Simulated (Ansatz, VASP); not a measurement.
**Two plane-wave programs on In**

```
CELL_PARAMETERS angstrom
-1.60627 1.60627 2.47585
1.60627 -1.60627 2.47585
1.60627 1.60627 -2.47585
ATOMIC_POSITIONS crystal
In 0.00000 0.00000 0.00000
```

Alike in both runs: functional PBEsol; k mesh 26 × 26 × 26; occupations fermi-dirac, width 0.08 eV; no spin polarisation.

Ansatz relaxed the structure, and its values are those at the end. VASP's run is a single point on that final structure, the one shown.

|  | VASP | Ansatz |
| --- | --- | --- |
| version | VASP 6.6.1 | Ansatz 0.2.0 |
| potentials or method | VASP PAW PBE potentials, release 64 (In_d) | PAW with Ansatz's default frozen-core files, scalar-relativistic |
| plane-wave cutoff (eV) | 520 | 420 |
| valence electrons in the cell | 13 | 13 |

|  | VASP | Ansatz | Ansatz less VASP |
| --- | --- | --- | --- |
| pressure (GPa) | 0.0 | 0.0 | +0.02 |

VASP's potentials were made for PBE, not for PBEsol.
